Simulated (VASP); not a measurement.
**BN: single point with PBE**

BN:

```
B N
1.0
     4.35630    0.00000    0.00000
     0.00000    4.35630    0.00000
     0.00000    0.00000    2.31980
B N
4 4
Direct
  0.17428 0.82572 0.50000
  0.32572 0.32572 0.00000
  0.67428 0.67428 0.00000
  0.82572 0.17428 0.50000
  0.81261 0.81261 0.50000
  0.31261 0.68739 0.00000
  0.68739 0.31261 0.00000
  0.18739 0.18739 0.50000
```

```
Program             : VASP 6.6.1
Task                : single point
Functional          : PBE
Potentials or basis : VASP PAW PBE potentials, release 64 (B, N)
Cutoff              : 520 eV
k mesh              : 6 × 6 × 10
Occupations         : gaussian, width 0.05 eV
Spin                : no spin polarisation
```

```json
{
 "Pressure": "61.8 GPa",
 "Largest force": "1.003 eV/Å",
 "Band gap on the k mesh": "4.56 eV, indirect (least direct gap 6.05 eV)"
}
```

Forces in eV/Å, atoms in the order of the input:
```
B   -0.599  0.599  0.000
B    0.599  0.599  0.000
B   -0.599 -0.599  0.000
B    0.599 -0.599  0.000
N    0.709  0.709  0.000
N    0.709 -0.709  0.000
N   -0.709  0.709  0.000
N   -0.709 -0.709  0.000
```

Stress tensor (GPa, compression positive):
```
 28.79   0.00   0.00
  0.00  28.79   0.00
  0.00   0.00 127.74
```

Levels at points of the mesh, in eV from the valence-band top:
| k point | band 12 | band 13 | band 14 | band 15 | band 16 | band 17 | band 18 | band 19 | band 20 | band 21 |
| --- | --- | --- | --- | --- | --- | --- | --- | --- | --- | --- |
| (0.00, 0.00, 0.00) | -1.78 | -0.32 | -0.32 | -0.09 | 0.00 | 7.82 | 7.82 | 8.64 | 8.66 | 9.40 |
| (0.50, 0.00, 0.00) | -3.17 | -1.57 | -1.57 | -0.95 | -0.95 | 7.82 | 7.82 | 9.15 | 9.15 | 10.76 |
| (0.50, 0.50, 0.00) | -3.66 | -2.46 | -2.46 | -1.92 | -1.92 | 7.55 | 7.55 | 10.29 | 10.29 | 11.12 |
| (0.00, 0.00, 0.50) | -5.17 | -4.86 | -4.86 | -3.62 | -3.62 | 6.48 | 6.48 | 10.49 | 10.49 | 11.76 |
| (0.50, 0.00, 0.50) | -4.97 | -3.83 | -3.83 | -2.81 | -2.81 | 7.09 | 7.09 | 8.93 | 8.93 | 9.49 |
| (0.50, 0.50, 0.50) | -4.19 | -3.15 | -3.15 | -2.95 | -2.95 | 6.49 | 6.49 | 7.23 | 7.23 | 8.33 |

Run time: 19 s on 1 thread of Intel(R) Xeon(R) 6975P-C (Granite Rapids) (shared host), peak memory 0.17 GiB.

Caveat: forces of over 1 eV/Å act on the atoms, so gaps and moduli don't describe the material at rest. A k mesh can miss the band edges.
